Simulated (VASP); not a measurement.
# Si2W (I4/mmm) in VASP: settings compared

The runs below take Si2W through relaxation of shape and atoms at fixed volume, with BLYP+D3(BJ), revPBE.

Everything below comes from runs of VASP 6.6.1. Logs are shortened: lines on timing, memory, paths and dates and some standing lists are left out, and cuts for length are marked.

## (1) The cell of the first run

It takes space group I4/mmm (No. 139, tetragonal). Conventional cell: a = 3.152 Å, b = 3.152 Å, c = 7.672 Å, α = 90.00°, β = 90.00°, γ = 90.00°. Si (site symmetry 4mm) has 9 Si at 2.54 to 3.15 Å and 5 W at 2.56 to 2.57 Å within 3.4 Å. W (site symmetry 4/mmm) has 10 Si at 2.56 to 2.57 Å and 4 W at 3.15 Å within 3.4 Å.

## (2) Relaxation of shape and atoms at fixed volume, BLYP+D3(BJ) (12.70 Å³/atom)

Contents of INCAR:

```
SYSTEM = Si2W
AGGAC = 1.0 ; AGGAX = 1.0
ALDAC = 0.0 ; ALDAX = 1.0
ALGO = Normal ; EDIFF = 1E-6
EDIFFG = -0.01 ; ENCUT = 600
GGA = B5 ; IBRION = 2
ISIF = 4 ; ISMEAR = 0
IVDW = 12 ; LASPH = .TRUE.
LCHARG = .FALSE. ; LREAL = .FALSE.
LWAVE = .FALSE. ; NELM = 100
NSW = 60 ; PREC = Accurate
SIGMA = 0.05 ; VDW_A1 = 0.4298
VDW_A2 = 4.2359 ; VDW_S6 = 1.0
VDW_S8 = 2.6996
```

Contents of KPOINTS:

```
k-points
0
G
  10 10 10
  0 0 0
```

Contents of POSCAR:

```
Si2W
1.0
   -1.5757974624      1.5757974624      3.8360044478
    1.5757974624     -1.5757974624      3.8360044478
    1.5757974624      1.5757974624     -3.8360044478
Si W
2 1
Direct
    0.3345545259      0.3345545259      0.0000000000
    0.6654454741      0.6654454741      0.0000000000
    0.0000000000      0.0000000000      0.0000000000
```

Potentials or basis: VASP PAW PBE potentials, release 64 (Si, W_sv).

Command:

```sh
$ cat potpaw_PBE.64/Si/POTCAR potpaw_PBE.64/W_sv/POTCAR > POTCAR
$ mpirun -np 1 vasp_std > vasp.out
```

OUTCAR:

```text
SYSTEM = Si2W
   EDIFF = 1E-6
   EDIFFG = -0.01
   ENCUT = 600
   GGA = B5
   IBRION = 2
   ISIF = 4
   ISMEAR = 0
   IVDW = 12
   LASPH = .TRUE.
   LREAL = .FALSE.
   NELM = 100
   NSW = 60
   PREC = Accurate
 IVDW          = 12

 ion  position               nearest neighbor table
   1  0.335  0.335  0.000-   2 2.54   3 2.56   3 2.56   3 2.56   3 2.56   3 2.57   2 2.58   2 2.58
                             2 2.58   2 2.58
   2  0.665  0.665  0.000-   1 2.54   3 2.56   3 2.56   3 2.56   3 2.56   3 2.57   1 2.58   1 2.58
                             1 2.58   1 2.58
   3  0.000  0.000  0.000-   2 2.56   1 2.56   2 2.56   1 2.56   2 2.56   1 2.56   1 2.56   2 2.56
                             1 2.57   2 2.57

  LATTYP: Found a body centered tetragonal cell.
 ALAT       =     3.1515949248
 C/A-ratio  =     2.4343258187

  Lattice vectors:

 A1 = (  -1.5757974624,   1.5757974624,   3.8360044478)
 A2 = (   1.5757974624,  -1.5757974624,   3.8360044478)
 A3 = (   1.5757974624,   1.5757974624,  -3.8360044478)

Analysis of symmetry for initial positions (statically):
=====================================================================
 Subroutine PRICEL returns:
 Original cell was already a primitive cell.

 Routine SETGRP: Setting up the symmetry group for a
 body centered tetragonal supercell.

 Subroutine GETGRP returns: Found 16 space group operations
 (whereof 16 operations were pure point group operations)
 out of a pool of 16 trial point group operations.

The static configuration has the point symmetry D_4h.

Analysis of symmetry for dynamics (positions and initial velocities):
=====================================================================
 Subroutine PRICEL returns:
 Original cell was already a primitive cell.

 Routine SETGRP: Setting up the symmetry group for a
 body centered tetragonal supercell.

 Subroutine GETGRP returns: Found 16 space group operations
 (whereof 16 operations were pure point group operations)
 out of a pool of 16 trial point group operations.

The dynamic configuration has the point symmetry D_4h.

 Subroutine INISYM returns: Found 16 space group operations
 (whereof 16 operations are pure point group operations),
 and found     1 'primitive' translations

----------------------------------------------------------------------------------------

                                     Primitive cell

  volume of cell :      38.1013

  direct lattice vectors                    reciprocal lattice vectors
    -1.575797462  1.575797462  3.836004448     0.000000000  0.317299661  0.130343957
     1.575797462 -1.575797462  3.836004448     0.317299661  0.000000000  0.130343957
     1.575797462  1.575797462 -3.836004448     0.317299661  0.317299661  0.000000000

  length of vectors
     4.436350461  4.436350461  4.436350461     0.343028602  0.343028602  0.448729483

  position of ions in fractional coordinates (direct lattice)
     0.334554526  0.334554526  0.000000000
     0.665445474  0.665445474  0.000000000
     0.000000000  0.000000000  0.000000000

  ion indices of the primitive-cell ions
   primitive index   ion index
                 1           1
                 2           2
                 3           3

----------------------------------------------------------------------------------------

 KPOINTS: k-points

Automatic generation of k-mesh.
 Grid dimensions read from file:
 generate k-points for:   10   10   10

 Generating k-lattice:

  Cartesian coordinates                     Fractional coordinates (reciprocal lattice)
     0.000000000  0.031729966  0.013034396     0.100000000  0.000000000 -0.000000000
     0.031729966  0.000000000  0.013034396     0.000000000  0.100000000 -0.000000000
     0.031729966  0.031729966  0.000000000     0.000000000  0.000000000  0.100000000

  Length of vectors
     0.034302860  0.034302860  0.044872948

  Shift w.r.t. Gamma in fractional coordinates (k-lattice)
     0.000000000  0.000000000  0.000000000

 Subroutine IBZKPT returns following result:
 ===========================================

 Found    102 irreducible k-points:

 Following reciprocal coordinates:
            Coordinates               Weight
  0.000000  0.000000  0.000000      1.000000
  0.100000 -0.000000  0.000000      8.000000
  0.200000 -0.000000  0.000000      8.000000
  0.300000 -0.000000  0.000000      8.000000
  0.400000 -0.000000  0.000000      8.000000
  0.500000 -0.000000  0.000000      4.000000
[... 16 lines left out ...]
  0.300000  0.300000  0.000000      8.000000
  0.400000  0.300000  0.000000     16.000000
 [... further k-points ...]
   k-points           NKPTS =    102   k-points in BZ     NKDIM =    102   number of bands    NBANDS=     15
   number of dos      NEDOS =    301   number of ions     NIONS =      3
   total plane-waves  NPLWV =  46656
   dimension x,y,z NGX =    36 NGY =   36 NGZ =   36
   dimension x,y,z NGXF=    72 NGYF=   72 NGZF=   72
   ions per type =               2   1
   NGX,Y,Z   is equivalent  to a cutoff of  13.49, 13.49, 13.49 a.u.
   NGXF,Y,Z  is equivalent  to a cutoff of  26.98, 26.98, 26.98 a.u.
 SYSTEM =  Si2W
   PREC   = accura    normal or accurate (medium, high low for compatibility)
   ISTART =      0    job   : 0-new  1-cont  2-samecut
   ICHARG =      2    charge: 1-file 2-atom 10-const
   ISPIN  =      1    spin polarized calculation?
   LNONCOLLINEAR =      F non collinear calculations
   LSORBIT =      F    spin-orbit coupling
   LASPH  =      T    aspherical Exc in radial PAW
   ENCUT  =  600.0 eV  44.10 Ry    6.64 a.u.   8.86  8.86  8.86*2*pi/ulx,y,z
   NELM   =    100;   NELMIN=  2; NELMDL= -5     # of ELM steps
   EDIFF  = 0.1E-05   stopping-criterion for ELM
   LREAL  =      F    real-space projection
   EDIFFG = -.1E-01   stopping-criterion for IOM
   NSW    =     60    number of steps for IOM
   IBRION =      2    ionic relax: 0-MD 1-quasi-New 2-CG
   NFREE  =      1    steps in history (QN), initial steepest desc. (CG)
   ISIF   =      4    stress and relaxation
   ISYM   =      2    0-nonsym 1-usesym 2-fastsym
   POTIM  = 0.5000    time-step for ionic-motion
   TEBEG  =    0.0;   TEEND  =   0.0 temperature during run
   PSTRESS=    0.0 pullay stress
   NELECT =      22.0000    total number of electrons
   NUPDOWN=      -1.0000    fix difference up-down
   EMIN   =  10.00;   EMAX   =-10.00  energy-range for DOS
   EFERMI =   0.00;   METHOD = LEGACY
   ISMEAR =     0;   SIGMA  =   0.05  broadening in eV -4-tet -1-fermi 0-gaus
   EFERMI_NEDOS =   21; number of points for ismear=-14 and -15
   IALGO  =     38    algorithm
   IMIX   =      4    mixing-type and parameters
     AMIX     =   0.40;   BMIX     =  1.00
     AMIX_MAG =   1.60;   BMIX_MAG =  1.00
  volume/ion in A,a.u.               =      12.70        85.71
  Fermi-wavevector in a.u.,A,eV,Ry     =   1.363230  2.576131 25.285008  1.858396
  Thomas-Fermi vector in A             =   2.489651
   LORBIT       =      0    0 simple, 1 ext, 2 COOP (PROOUT), +10 PAW based schemes
   GGA     = B5    functional components
   LHFCALC =     F    Hartree Fock is set to
   AEXX    =    0.0000 exact exchange contribution
   IVDW    =    12    specifies the selected vdW correction
   LEPSILON=     F    determine dielectric tensor
   LRPA    =     F    only Hartree local field effects (RPA)
 conjugate gradient relaxation of ions
 non-spin polarized calculation
 Gauss-broadening in eV      SIGMA  =   0.05
  energy-cutoff  :      600.00
  volume of cell :       38.10
 maximum number of plane-waves:      1285
   NGX = 17   NGY = 17   NGZ = 17

--------------------------------------- Ionic step        1  -------------------------------------------

 number of electron      22.0000001 magnetization

 Free energy of the ion-electron system (eV)
  ---------------------------------------------------
  ext. energy  EPLUGINS =         0.00000000
  ---------------------------------------------------
  free energy    TOTEN  =       -20.28267612 eV

  energy without entropy =      -20.28214576  energy(sigma->0) =      -20.28241094

------------------------ aborting loop because EDIFF is reached ----------------------------------------

 Edisp (eV)   -4.22589

 E8    (eV) :    -3.1558

  FORCE on cell =-STRESS in cart. coord.  units (eV):
  Direction    XX          YY          ZZ          XY          YZ          ZX
  --------------------------------------------------------------------------------------
  -------------------------------------------------------------------------------------
  Total       2.65147     2.65147     2.86896     0.00000    -0.00000     0.00000
  in kB     111.49562   111.49562   120.64110     0.00000    -0.00000     0.00000
  external pressure =      114.54 kB  Pullay stress =        0.00 kB

 VOLUME and BASIS-vectors are now :
 -----------------------------------------------------------------------------
  energy-cutoff  :      600.00
  volume of cell :       38.10
      direct lattice vectors                 reciprocal lattice vectors
    -1.575797462  1.575797462  3.836004448     0.000000000  0.317299661  0.130343957
     1.575797462 -1.575797462  3.836004448     0.317299661  0.000000000  0.130343957
     1.575797462  1.575797462 -3.836004448     0.317299661  0.317299661  0.000000000
[... 83 lines left out ...]
 POSITION                                       TOTAL-FORCE (eV/Angst)
 -----------------------------------------------------------------------------------
      0.00000      0.00000      2.56836        -0.000000     -0.000000     -0.018935
      0.00000      0.00000      5.11748         0.000000      0.000000      0.018935
      0.00000      0.00000      0.00000         0.000000      0.000000     -0.000000
 -----------------------------------------------------------------------------------
    total drift:                                0.000000     -0.000000      0.000000

  FREE ENERGIE OF THE ION-ELECTRON SYSTEM (eV)
  ---------------------------------------------------
  free  energy   TOTEN  =       -24.5089900815 eV

  energy  without entropy=      -24.5083169828  energy(sigma->0) =      -24.50865353

--------------------------------------- Ionic step        4  -------------------------------------------

 number of electron      22.0000001 magnetization

 Free energy of the ion-electron system (eV)
  ---------------------------------------------------
  ext. energy  EPLUGINS =         0.00000000
  ---------------------------------------------------
  free energy    TOTEN  =       -20.28330953 eV

  energy without entropy =      -20.28262367  energy(sigma->0) =      -20.28296660

 E-fermi :  13.3264     XC(G=0): -12.1675

 val. band max:       13.3257751461   @ k =   0.5000   0.5000   0.3000
 cond. band min:      13.3666878192   @ k =  -0.4000   0.4000   0.4000
 fundamental gap:      0.0409126731
 Fermi energy:        13.3264266184

 k-point     1 :       0.0000    0.0000    0.0000
  band No.  band energies     occupation
      1     -59.9512      2.00000
      2     -24.5544      2.00000
      3     -24.4866      2.00000
      4     -24.4866      2.00000
      5      -1.1475      2.00000
      6       6.2076      2.00000
      7       9.6675      2.00000
      8       9.8421      2.00000
      9      10.2967      2.00000
     10      10.2967      2.00000
     11      13.9780      0.00000
     12      16.3690      0.00000
     13      16.4318      0.00000
     14      16.6574      0.00000
     15      16.6574      0.00000
[... 397 lines left out ...]
 k-point    24 :       0.4000    0.3000    0.0000
  band No.  band energies     occupation
      1     -59.9346      2.00000
      2     -24.7130      2.00000
      3     -24.6375      2.00000
      4     -24.5179      2.00000
      5       3.3201      2.00000
      6       4.3788      2.00000
      7       6.9954      2.00000
      8       8.6936      2.00000
      9       9.8981      2.00000
     10      10.7400      2.00000
     11      11.1210      2.00000
     12      13.8936      0.00000
     13      15.2535      0.00000
     14      17.3675      0.00000
     15      18.5328      0.00000

 [... further k-points ...]

------------------------ aborting loop because EDIFF is reached ----------------------------------------

 Edisp (eV)   -4.22570

 E8    (eV) :    -3.1556

  FORCE on cell =-STRESS in cart. coord.  units (eV):
  Direction    XX          YY          ZZ          XY          YZ          ZX
  --------------------------------------------------------------------------------------
  -------------------------------------------------------------------------------------
  Total       2.68076     2.68076     2.70707     0.00000     0.00000     0.00000
  in kB     112.72718   112.72718   113.83333     0.00000     0.00000     0.00000
  external pressure =      113.10 kB  Pullay stress =        0.00 kB

 VOLUME and BASIS-vectors are now :
 -----------------------------------------------------------------------------
  energy-cutoff  :      600.00
  volume of cell :       38.10
      direct lattice vectors                 reciprocal lattice vectors
    -1.574763327  1.574763327  3.841044253     0.000000000  0.317508029  0.130172934
     1.574763327 -1.574763327  3.841044253     0.317508029  0.000000000  0.130172934
     1.574763327  1.574763327 -3.841044253     0.317508029  0.317508029  0.000000000

 POSITION                                       TOTAL-FORCE (eV/Angst)
 -----------------------------------------------------------------------------------
      1.57476      1.57476     -1.27507         0.000000      0.000000      0.008390
      0.00000      0.00000      5.11612        -0.000000     -0.000000     -0.008390
      1.57476      1.57476      3.84104        -0.000000     -0.000000     -0.000000
 -----------------------------------------------------------------------------------
    total drift:                                0.000000     -0.000000      0.000000

  FREE ENERGIE OF THE ION-ELECTRON SYSTEM (eV)
  ---------------------------------------------------
  free  energy   TOTEN  =       -24.5090108103 eV

  energy  without entropy=      -24.5083249504  energy(sigma->0) =      -24.50866788

 reached required accuracy - stopping structural energy minimisation
```

Run time: 3.5 min. Hardware: 1 thread of Intel Xeon Platinum 8259CL at 2.50GHz (Skylake/Cascade Lake), shared host; peak memory 0.26 GiB.

Results:

```
Free energy                  : -24.5090 eV
Energy gained by relaxing    : 0.1 meV/atom
Ionic steps                  : 4
Pressure after relaxing      : 11.3 GPa
Largest force after relaxing : 0.008 eV/Å
Band gap on the k mesh       : zero (bands 11 and 12 overlap by 1.36 eV)
Dispersion energy per atom   : -1.409 eV
```

Forces in eV/Å, atoms in the order of the input:
```
Si   0.000  0.000  0.008
Si   0.000  0.000 -0.008
W    0.000  0.000  0.000
```

Stress tensor (GPa, compression positive):
```
11.27  0.00  0.00
 0.00 11.27  0.00
 0.00  0.00 11.38
```

The path:
```
step  energy change (eV)  largest force (eV/Å)  pressure (GPa)  volume (Å³)
   1              0.0000                0.0795           11.45        38.10
   2             -0.0004                0.0023           11.28        38.10
   3             -0.0004                0.0189           11.32        38.10
   4             -0.0004                0.0084           11.31        38.10
```

Final structure:
```
Si W
1.0
    -1.57476    1.57476    3.84104
     1.57476   -1.57476    3.84104
     1.57476    1.57476   -3.84104
Si W
2 1
Direct
  0.33402 0.33402 0.00000
  0.66598 0.66598 0.00000
  0.00000 0.00000 0.00000
```

Levels at points of the mesh, in eV from the Fermi level:
| k point | band 9 | band 10 | band 11 | band 12 | band 13 | band 14 |
| --- | --- | --- | --- | --- | --- | --- |
| (0.00, 0.00, 0.00) | -3.03 | -3.03 | 0.65 | 3.04 | 3.11 | 3.33 |
| (0.50, 0.00, 0.00) | -2.95 | -2.95 | -0.50 | 2.86 | 2.95 | 4.18 |
| (0.50, 0.50, 0.00) | -5.22 | -3.46 | -1.53 | 2.98 | 3.23 | 3.42 |
| (0.50, 0.50, 0.50) | -0.83 | -0.83 | -0.56 | -0.56 | 0.85 | 4.66 |

Caveat: the PAW data sets were made with another functional, which shifts forces and pressure a little; spin-orbit coupling is left out, which moves the levels of the heavy elements.

[end of part 1 of 3]
